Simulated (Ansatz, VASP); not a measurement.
# AlP: VASP beside Ansatz

The input INCAR:

```
SYSTEM = AlP
PREC = Accurate ; ENCUT = 500
EDIFF = 1E-6 ; ISMEAR = 0
SIGMA = 0.01 ; LREAL = .False.
LASPH = .True. ; NELM = 120
ALGO = Normal ; ISIF = 2
LWAVE = .False. ; LCHARG = .True.
LELF = .True. ; LVHAR = .True.
NBANDS = 11 ; GGA_COMPAT = .False.
```

File KPOINTS:

```
Automatic mesh
0
Gamma
  6 6 6
  0 0 0
```

POSCAR

```
AlP
1.0
    0.0000000000      2.7010547370      2.7010547370
    2.7010547370      0.0000000000      2.7010547370
    2.7010547370      2.7010547370      0.0000000000
Al P
1 1
Direct
    0.0000000000      0.0000000000      0.0000000000
    0.2500000000      0.2500000000      0.2500000000
```

Input for Ansatz:

```yaml
crystal:
  lattice:
    - [0.0, 2.701054736992393, 2.701054736992393]
    - [2.701054736992393, 0.0, 2.701054736992393]
    - [2.701054736992393, 2.701054736992393, 0.0]
  atoms:
    - { symbol: Al, position: [0.0, 0.0, 0.0] }
    - { symbol: P, position: [0.25, 0.25, 0.25] }
basis:
  ecutwfc: 500.0
kpoints:
  mp_grid:
    grid: [6, 6, 6]
hamiltonian:
  xc: lda
scf:
  occupations:
    method: fixed
output:
  stress: true
```

Alike in both runs: task single point; functional LDA; k mesh 6 × 6 × 6; no spin polarisation.

|  | VASP | Ansatz |
| --- | --- | --- |
| version | VASP 6.6.1 | Ansatz 0.2.0 |
| potentials or method | VASP PAW LDA potentials, release 64 (Al, P), cutoff 500 eV | plane waves, PAW |
| occupations | gaussian, width 0.01 eV | fixed |
| valence electrons in the cell | 8 | 8 |

|  | VASP | Ansatz | Ansatz less VASP |
| --- | --- | --- | --- |
| pressure (GPa) | 1.7 | 1.7 | -0.06 |

LDA's correlation is that of Perdew and Zunger in VASP and of Perdew and Wang (1992) in Ansatz.
